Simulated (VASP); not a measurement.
# CuSb in VASP: further runs

CuSb is run at these levels: r2SCAN; tasks: single point.

All numbers are computed with VASP 6.6.1; they aren't measurements. Logs are shortened: lines on timing, memory, paths and dates and some standing lists are left out, and cuts for length are marked.

### 1 The cell of the first run

Symmetry: Fm-3m, No. 225, cubic system. The conventional cell has a = 5.418 Å, b = 5.418 Å, c = 5.418 Å, α = 90.00°, β = 90.00°, γ = 90.00°. Cu (site symmetry m-3m) has 6 Sb at 2.71 Å within 3.6 Å. Within 3.6 Å of Sb (site symmetry m-3m) lie 6 Cu at 2.71 Å.

### 2 Single point, r2SCAN (19.88 Å³/atom)

File POSCAR:

```
CuSb
1.0
    0.0000000000      2.7090950390      2.7090950390
    2.7090950390      0.0000000000      2.7090950390
    2.7090950390      2.7090950390      0.0000000000
Cu Sb
1 1
Direct
    0.5000000000      0.5000000000      0.5000000000
    0.0000000000      0.0000000000      0.0000000000
```

File INCAR.step1:

```
ALGO     = Normal         # electronic algorithm
EDIFF    = 1E-4           # SCF threshold, eV
ENCUT    = 520            # plane-wave cutoff, eV
GGA      = PE             # functional
ISMEAR   = 0              # smearing method
LASPH    = T              # aspherical terms in the spheres
LCHARG   = F              # write CHGCAR
LREAL    = F              # projectors in reciprocal space
LWAVE    = T              # write WAVECAR
NBANDS   = 15             # bands
NELM     = 100            # most SCF steps
PREC     = Accurate       # precision mode
SIGMA    = 0.05           # smearing width, eV
```

File INCAR.step2:

```
ALGO     = Normal         # electronic algorithm
EDIFF    = 1E-7           # SCF threshold, eV
ENCUT    = 520            # plane-wave cutoff, eV
ISIF     = 2              # what is computed and relaxed
ISMEAR   = 0              # smearing method
ISTART   = 1            
LASPH    = T              # aspherical terms in the spheres
LCHARG   = F              # write CHGCAR
LMIXTAU  = T            
LREAL    = F              # projectors in reciprocal space
LWAVE    = F              # write WAVECAR
METAGGA  = R2SCAN         # meta-GGA
NBANDS   = 15             # bands
NELM     = 100            # most SCF steps
PREC     = Accurate       # precision mode
SIGMA    = 0.05           # smearing width, eV
```

File KPOINTS:

```
k-points
0
Gamma
  12 12 12
```

Potentials or basis: VASP PAW PBE potentials, release 64 (Cu, Sb).

Launch:

```console
$ cat potpaw_PBE.64/Cu/POTCAR potpaw_PBE.64/Sb/POTCAR > POTCAR
$ cp INCAR.step1 INCAR
$ mpirun -np 1 vasp_std > vasp.out
$ cp INCAR.step2 INCAR
$ mpirun -np 1 vasp_std > vasp.out
```

OUTCAR:

```text
EDIFF = 1E-7
   ENCUT = 520
   ISIF = 2
   ISMEAR = 0
   ISTART = 1
   LASPH = T
   LREAL = F
   METAGGA = R2SCAN
   NELM = 100
   PREC = Accurate

 ion  position               nearest neighbor table
   1  0.500  0.500  0.500-   2 2.71   2 2.71   2 2.71   2 2.71   2 2.71   2 2.71
   2  0.000  0.000  0.000-   1 2.71   1 2.71   1 2.71   1 2.71   1 2.71   1 2.71

  LATTYP: Found a face centered cubic cell.
 ALAT       =     5.4181900780

  Lattice vectors:

 A1 = (   0.0000000000,   2.7090950390,   2.7090950390)
 A2 = (   2.7090950390,   0.0000000000,   2.7090950390)
 A3 = (   2.7090950390,   2.7090950390,   0.0000000000)

Analysis of symmetry for initial positions (statically):
=====================================================================
 Subroutine PRICEL returns:
 Original cell was already a primitive cell.

 Routine SETGRP: Setting up the symmetry group for a
 face centered cubic supercell.

 Subroutine GETGRP returns: Found 48 space group operations
 (whereof 48 operations were pure point group operations)
 out of a pool of 48 trial point group operations.

The static configuration has the point symmetry O_h .

Analysis of symmetry for dynamics (positions and initial velocities):
=====================================================================
 Subroutine PRICEL returns:
 Original cell was already a primitive cell.

 Routine SETGRP: Setting up the symmetry group for a
 face centered cubic supercell.

 Subroutine GETGRP returns: Found 48 space group operations
 (whereof 48 operations were pure point group operations)
 out of a pool of 48 trial point group operations.

The dynamic configuration has the point symmetry O_h .

 Subroutine INISYM returns: Found 48 space group operations
 (whereof 48 operations are pure point group operations),
 and found     1 'primitive' translations

----------------------------------------------------------------------------------------

                                     Primitive cell

  volume of cell :      39.7652

  direct lattice vectors                    reciprocal lattice vectors
     0.000000000  2.709095039  2.709095039    -0.184563477  0.184563477  0.184563477
     2.709095039  0.000000000  2.709095039     0.184563477 -0.184563477  0.184563477
     2.709095039  2.709095039  0.000000000     0.184563477  0.184563477 -0.184563477

  length of vectors
     3.831238946  3.831238946  3.831238946     0.319673319  0.319673319  0.319673319

  position of ions in fractional coordinates (direct lattice)
     0.500000000  0.500000000  0.500000000
     0.000000000  0.000000000  0.000000000

  ion indices of the primitive-cell ions
   primitive index   ion index
                 1           1
                 2           2

----------------------------------------------------------------------------------------

 KPOINTS: k-points

Automatic generation of k-mesh.
 Grid dimensions read from file:
 generate k-points for:   12   12   12

 Generating k-lattice:

  Cartesian coordinates                     Fractional coordinates (reciprocal lattice)
    -0.015380290  0.015380290  0.015380290     0.083333333  0.000000000  0.000000000
     0.015380290 -0.015380290  0.015380290     0.000000000  0.083333333  0.000000000
     0.015380290  0.015380290 -0.015380290     0.000000000  0.000000000  0.083333333

  Length of vectors
     0.026639443  0.026639443  0.026639443

  Shift w.r.t. Gamma in fractional coordinates (k-lattice)
     0.000000000  0.000000000  0.000000000

 Subroutine IBZKPT returns following result:
 ===========================================

 Found     72 irreducible k-points:

 Following reciprocal coordinates:
            Coordinates               Weight
  0.000000  0.000000  0.000000      1.000000
  0.083333  0.000000  0.000000      8.000000
  0.166667  0.000000  0.000000      8.000000
  0.250000  0.000000  0.000000      8.000000
  0.333333  0.000000  0.000000      8.000000
  0.416667  0.000000  0.000000      8.000000
[... 16 lines left out ...]
  0.500000  0.166667  0.000000     24.000000
 -0.416667  0.166667  0.000000     24.000000
 [... further k-points ...]
   k-points           NKPTS =     72   k-points in BZ     NKDIM =     72   number of bands    NBANDS=     15
   number of dos      NEDOS =    301   number of ions     NIONS =      2
   total plane-waves  NPLWV =  21952
   dimension x,y,z NGX =    28 NGY =   28 NGZ =   28
   dimension x,y,z NGXF=    56 NGYF=   56 NGZF=   56
   ions per type =               1   1
   NGX,Y,Z   is equivalent  to a cutoff of  12.15, 12.15, 12.15 a.u.
   NGXF,Y,Z  is equivalent  to a cutoff of  24.30, 24.30, 24.30 a.u.
 SYSTEM =  unknown system
   PREC   = accura    normal or accurate (medium, high low for compatibility)
   ISTART =      1    job   : 0-new  1-cont  2-samecut
   ICHARG =      0    charge: 1-file 2-atom 10-const
   ISPIN  =      1    spin polarized calculation?
   LNONCOLLINEAR =      F non collinear calculations
   LSORBIT =      F    spin-orbit coupling
   LASPH  =      T    aspherical Exc in radial PAW
   ENCUT  =  520.0 eV  38.22 Ry    6.18 a.u.   7.12  7.12  7.12*2*pi/ulx,y,z
   NELM   =    100;   NELMIN=  2; NELMDL=  0     # of ELM steps
   EDIFF  = 0.1E-06   stopping-criterion for ELM
   LREAL  =      F    real-space projection
   EDIFFG = 0.1E-05   stopping-criterion for IOM
   NSW    =      0    number of steps for IOM
   IBRION =     -1    ionic relax: 0-MD 1-quasi-New 2-CG
   NFREE  =      0    steps in history (QN), initial steepest desc. (CG)
   ISIF   =      2    stress and relaxation
   ISYM   =      2    0-nonsym 1-usesym 2-fastsym
   POTIM  = 0.5000    time-step for ionic-motion
   TEBEG  =    0.0;   TEEND  =   0.0 temperature during run
   PSTRESS=    0.0 pullay stress
   NELECT =      16.0000    total number of electrons
   NUPDOWN=      -1.0000    fix difference up-down
   EMIN   =  10.00;   EMAX   =-10.00  energy-range for DOS
   EFERMI =   0.00;   METHOD = LEGACY
   ISMEAR =     0;   SIGMA  =   0.05  broadening in eV -4-tet -1-fermi 0-gaus
   EFERMI_NEDOS =   21; number of points for ismear=-14 and -15
   IALGO  =     38    algorithm
   IMIX   =      4    mixing-type and parameters
     AMIX     =   0.40;   BMIX     =  1.00
     AMIX_MAG =   1.60;   BMIX_MAG =  1.00
  volume/ion in A,a.u.               =      19.88       134.17
  Fermi-wavevector in a.u.,A,eV,Ry     =   1.208594  2.283912 19.874037  1.460700
  Thomas-Fermi vector in A             =   2.344197
   LORBIT       =      0    0 simple, 1 ext, 2 COOP (PROOUT), +10 PAW based schemes
   METAGGA = R2SCAN    functional components
   LHFCALC =     F    Hartree Fock is set to
   AEXX    =    0.0000 exact exchange contribution
   IVDW    =     0    specifies the selected vdW correction
   LEPSILON=     F    determine dielectric tensor
   LRPA    =     F    only Hartree local field effects (RPA)
 non-spin polarized calculation
 Gauss-broadening in eV      SIGMA  =   0.05
  energy-cutoff  :      520.00
  volume of cell :       39.77
 maximum number of plane-waves:      1090
   NGX = 15   NGY = 15   NGZ = 15

 number of electron      15.9999988 magnetization

 Free energy of the ion-electron system (eV)
  ---------------------------------------------------
  ext. energy  EPLUGINS =         0.00000000
  ---------------------------------------------------
  free energy    TOTEN  =       -36.17065138 eV

  energy without entropy =      -36.17013796  energy(sigma->0) =      -36.17039467

 E-fermi :   7.6169     XC(G=0): -11.4546

 val. band max:        7.5945967734   @ k =   0.1667   0.0833   0.0000
 cond. band min:       7.7051249654   @ k =   0.5000   0.2500   0.0000
 fundamental gap:      0.1105281920
 Fermi energy:         7.6169347149

 k-point     1 :       0.0000    0.0000    0.0000
  band No.  band energies     occupation
      1      -4.7843      2.00000
      2       4.2911      2.00000
      3       4.2912      2.00000
      4       4.2912      2.00000
      5       4.3229      2.00000
      6       4.3229      2.00000
      7       9.3452      0.00000
      8       9.3453      0.00000
      9       9.3453      0.00000
     10      13.6966      0.00000
     11      16.3489      0.00000
     12      16.3489      0.00000
     13      16.3489      0.00000
     14      17.3480      0.00000
     15      18.0064      0.00000

 k-point     2 :       0.0833    0.0000    0.0000
  band No.  band energies     occupation
      1      -4.6794      2.00000
      2       4.2597      2.00000
      3       4.2668      2.00000
      4       4.2670      2.00000
      5       4.3130      2.00000
      6       4.3131      2.00000
      7       8.5423      0.00000
      8       9.3857      0.00000
      9       9.3858      0.00000
     10      14.2021      0.00000
     11      15.8688      0.00000
     12      16.4337      0.00000
     13      16.4337      0.00000
     14      17.3139      0.00000
     15      17.3140      0.00000

 k-point     3 :       0.1667    0.0000    0.0000
  band No.  band energies     occupation
      1      -4.3683      2.00000
      2       4.1317      2.00000
      3       4.1412      2.00000
      4       4.1414      2.00000
      5       4.3505      2.00000
      6       4.3507      2.00000
      7       7.0059      2.00000
      8       9.5026      0.00000
      9       9.5027      0.00000
     10      14.2024      0.00000
     11      15.7841      0.00000
     12      15.7842      0.00000
     13      16.4019      0.00000
     14      17.2340      0.00000
     15      17.3190      0.00000
[... 343 lines left out ...]
 k-point    23 :       0.5000    0.1667    0.0000
  band No.  band energies     occupation
      1      -2.0985      2.00000
      2       1.7140      2.00000
      3       3.6142      2.00000
      4       3.7931      2.00000
      5       4.5066      2.00000
      6       4.5377      2.00000
      7       4.7728      2.00000
      8       7.9894      0.00000
      9       8.6584      0.00000
     10      11.5138      0.00000
     11      15.0960      0.00000
     12      15.2995      0.00000
     13      17.9256      0.00000
     14      18.4046      0.00000
     15      21.8916      0.00000

 k-point    24 :      -0.4167    0.1667    0.0000
  band No.  band energies     occupation
      1      -1.9814      2.00000
      2       1.5449      2.00000
      3       3.6148      2.00000
      4       3.7289      2.00000
      5       4.5195      2.00000
      6       4.5419      2.00000
      7       4.7692      2.00000
      8       7.5378      1.97485
      9       9.1891      0.00000
     10      11.8327      0.00000
     11      14.5004      0.00000
     12      15.2858      0.00000
     13      18.3611      0.00000
     14      19.5425      0.00000
     15      20.3597      0.00000

 [... further k-points ...]

------------------------ aborting loop because EDIFF is reached ----------------------------------------

  FORCE on cell =-STRESS in cart. coord.  units (eV):
  Direction    XX          YY          ZZ          XY          YZ          ZX
  --------------------------------------------------------------------------------------
  -------------------------------------------------------------------------------------
  Total       -0.3915824     -0.3915824     -0.3915824     -0.0000000      0.0000000     -0.0000000
  in kB      -15.7772403    -15.7772403    -15.7772403     -0.0000000      0.0000000     -0.0000000
  external PRESSURE =     -15.7772403 kB  Pullay stress =       0.0000000 kB

 VOLUME and BASIS-vectors are now :
 -----------------------------------------------------------------------------
  energy-cutoff  :      520.00
  volume of cell :       39.77
      direct lattice vectors                 reciprocal lattice vectors
     0.000000000  2.709095039  2.709095039    -0.184563477  0.184563477  0.184563477
     2.709095039  0.000000000  2.709095039     0.184563477 -0.184563477  0.184563477
     2.709095039  2.709095039  0.000000000     0.184563477  0.184563477 -0.184563477

 POSITION                                       TOTAL-FORCE (eV/Angst)
 -----------------------------------------------------------------------------------
      2.70910      2.70910      2.70910         0.000000      0.000000      0.000000
      0.00000      0.00000      0.00000        -0.000000     -0.000000     -0.000000
 -----------------------------------------------------------------------------------
    total drift:                                0.000000      0.000000      0.000000

  FREE ENERGIE OF THE ION-ELECTRON SYSTEM (eV)
  ---------------------------------------------------
  free  energy   TOTEN  =       -36.1706513848 eV

  energy  without entropy=      -36.1701379632  energy(sigma->0) =      -36.17039467
```

It took 3.7 min on 1 thread of Intel Xeon 8259CL, shared host; peak memory 0.2 GiB.

What came out:

| Property | Result |
| --- | --- |
| Free energy | -36.1707 eV |
| Pressure | -1.6 GPa |
| Band gap on the k mesh | zero (bands 8 and 9 overlap by 5.05 eV) |

Caveat: the PAW data sets were made with another functional, which shifts forces and pressure a little; spin-orbit coupling is left out, which moves the levels of the heavy elements.

### 3 Single point, r2SCAN (20.27 Å³/atom)

This run uses another cell than the first one, of 20.27 Å³/atom.

File POSCAR:

```
CuSb
1.0
    0.0000000000      2.7266870581      2.7266870581
    2.7266870581      0.0000000000      2.7266870581
    2.7266870581      2.7266870581      0.0000000000
Cu Sb
1 1
Direct
    0.5000000000      0.5000000000      0.5000000000
    0.0000000000      0.0000000000      0.0000000000
```

File INCAR.step1:

```
PREC = Accurate ; ENCUT = 520
ISMEAR = 0 ; SIGMA = 0.05
LREAL = False ; LASPH = True
NELM = 60 ; NBANDS = 15
GGA = PE ; ALGO = Normal
EDIFF = 1E-4 ; LWAVE = True
LCHARG = False
```

File INCAR.step2:

```
PREC = Accurate ; ENCUT = 520
EDIFF = 1E-6 ; ISMEAR = 0
SIGMA = 0.05 ; LREAL = False
LASPH = True ; NELM = 60
ALGO = Normal ; ISIF = 2
LWAVE = False ; LCHARG = True
METAGGA = R2SCAN ; LMIXTAU = True
LELF = True ; LVHAR = True
NBANDS = 15 ; ISTART = 1
```

File KPOINTS:

```
regular mesh
0
Gamma
  12 12 12
```

Potentials or basis: VASP PAW PBE potentials, release 64 (Cu, Sb).

Launch:

```console
$ cat potpaw_PBE.64/Cu/POTCAR potpaw_PBE.64/Sb/POTCAR > POTCAR
$ cp INCAR.step1 INCAR
$ mpirun -np 1 vasp_std > vasp.out
$ cp INCAR.step2 INCAR
$ mpirun -np 1 vasp_std > vasp.out
```

Run time: 3.5 min. Hardware: 1 thread of Intel Xeon 8259CL, shared host; peak memory 0.2 GiB.

The run converged. Its results:

| Item | Value |
| --- | --- |
| Free energy | -36.1599 eV |
| Pressure | -3.0 GPa |
| Band gap on the k mesh | zero (bands 8 and 9 overlap by 4.93 eV) |

Levels at points of the mesh, in eV from the Fermi level:
```
           k point  band 6  band 7  band 8  band 9  band 10  band 11
(0.00, 0.00, 0.00)   -3.21    1.70    1.70    1.70     5.85     8.70
(0.50, 0.00, 0.00)   -3.02   -2.78    2.56    2.56     5.19     5.29
(0.50, 0.50, 0.00)   -2.93   -2.42   -1.47   -1.47     0.63     5.09
```

Caveat: the PAW data sets were made with another functional, which shifts forces and pressure a little; spin-orbit coupling is left out, which moves the levels of the heavy elements.

### 4 Single point, r2SCAN (20.86 Å³/atom)

This run uses another cell than the first one, of 20.86 Å³/atom.

File POSCAR:

```
CuSb
1.0
    0.0000000000      2.7526570693      2.7526570693
    2.7526570693      0.0000000000      2.7526570693
    2.7526570693      2.7526570693      0.0000000000
Cu Sb
1 1
Direct
    0.5000000000      0.5000000000      0.5000000000
    0.0000000000      0.0000000000      0.0000000000
```

File INCAR.step1:

```
ALGO = Normal ; EDIFF = 1E-4
ENCUT = 520 ; GGA = PE
ISMEAR = 0 ; LASPH = T
LCHARG = F ; LREAL = F
LWAVE = T ; NBANDS = 15
NELM = 100 ; PREC = Accurate
SIGMA = 0.05
```

File INCAR.step2:

```
ALGO = Normal ; EDIFF = 1E-6
ENCUT = 520 ; ISIF = 2
ISMEAR = 0 ; ISTART = 1
LASPH = T ; LCHARG = F
LMIXTAU = T ; LREAL = F
LWAVE = F ; METAGGA = R2SCAN
NBANDS = 15 ; NELM = 100
PREC = Accurate ; SIGMA = 0.05
```

File KPOINTS:

```
k-points
0
Gamma
  12 12 12
```

Launch:

```console
$ cat potpaw_PBE.64/Cu/POTCAR potpaw_PBE.64/Sb/POTCAR > POTCAR
$ cp INCAR.step1 INCAR
$ mpirun -np 1 vasp_std > vasp.out
$ cp INCAR.step2 INCAR
$ mpirun -np 1 vasp_std > vasp.out
```

Wall time 3.2 min (1 thread of Intel Xeon 8259CL, shared host); peak memory 0.2 GiB.

The run converged. Its results:

```yaml
Free_energy: -36.1311 eV
Pressure: -4.9 GPa
Band_gap_on_the_k_mesh: zero (bands 8 and 9 overlap by 4.77 eV)
```

Levels at points of the mesh, in eV from the Fermi level:
```
           k point  band 6  band 7  band 8  band 9  band 10  band 11
(0.00, 0.00, 0.00)   -3.10    1.64    1.64    1.64     5.52     8.65
(0.50, 0.00, 0.00)   -2.91   -2.69    2.47    2.47     5.11     5.28
(0.50, 0.50, 0.00)   -2.83   -2.36   -1.40   -1.40     0.58     5.10
```

Caveat: the cell stands under tension; the PAW data sets were made with another functional, which shifts forces and pressure a little; spin-orbit coupling is left out, which moves the levels of the heavy elements.

### 5 Single point, r2SCAN (atom 2 (Sb) moved 0.02 Å along y)

File POSCAR:

```
CuSb
1.0
    0.0000000000      2.6912715293      2.6912715293
    2.6912715293      0.0000000000      2.6912715293
    2.6912715293      2.6912715293      0.0000000000
Cu Sb
1 1
Direct
    0.5000000000      0.5000000000      0.5000000000
    0.0037157157     -0.0037157157      0.0037157157
```

File INCAR.step1:

```
SYSTEM = CuSb
PREC = Accurate ; ENCUT = 520
ISMEAR = 0 ; SIGMA = 0.05
LREAL = .False. ; LASPH = .True.
NELM = 60 ; NBANDS = 15
GGA = PE ; ALGO = Normal
EDIFF = 1E-4 ; LWAVE = .True.
LCHARG = .False.
```

File INCAR.step2:

```
SYSTEM = CuSb
PREC = Accurate ; ENCUT = 520
EDIFF = 1E-6 ; ISMEAR = 0
SIGMA = 0.05 ; LREAL = .False.
LASPH = .True. ; NELM = 60
ALGO = Normal ; ISIF = 2
LWAVE = .False. ; LCHARG = .True.
METAGGA = R2SCAN ; LMIXTAU = .True.
LELF = .True. ; LVHAR = .True.
NBANDS = 15 ; ISTART = 1
```

File KPOINTS:

```
regular mesh
0
Gamma
  12 12 12
  0 0 0
```

Launch:

```console
$ cat potpaw_PBE.64/Cu/POTCAR potpaw_PBE.64/Sb/POTCAR > POTCAR
$ cp INCAR.step1 INCAR
$ mpirun -np 1 vasp_std > vasp.out
$ cp INCAR.step2 INCAR
$ mpirun -np 1 vasp_std > vasp.out
```

Run time: 7.8 min. Hardware: 1 thread of Intel Xeon 8259CL, shared host; peak memory 0.25 GiB.

Results (log left out):

| Property | Result |
| --- | --- |
| Free energy | -36.1735 eV |
| Pressure | 0.1 GPa |
| Largest force | 0.073 eV/Å |
| Band gap on the k mesh | zero (bands 8 and 9 overlap by 5.16 eV) |

Forces on the atoms (eV/Å):
```
Cu   0.000  0.073  0.000
Sb   0.000 -0.073  0.000
```

Levels at points of the mesh, in eV from the Fermi level:
```tsv
k point	band 6	band 7	band 8	band 9	band 10	band 11
(0.00, 0.00, 0.00)	-3.39	1.76	1.76	1.76	6.31	8.75
(0.50, 0.00, 0.00)	-3.18	-2.93	2.66	2.66	5.28	5.29
(0.50, 0.50, 0.00)	-3.09	-2.53	-1.59	-1.59	0.68	5.05
(0.50, 0.00, 0.50)	-3.09	-2.53	-1.59	-1.59	0.68	5.05
```

Caveat: the cell differs from its parent crystal (atom 2 (Sb) moved 0.02 Å along y); the PAW data sets were made with another functional, which shifts forces and pressure a little; spin-orbit coupling is left out, which moves the levels of the heavy elements.

(Continued in part 2 of 2.)

The gap in the log of VASP goes by the Fermi energy; the results here count the filled bands.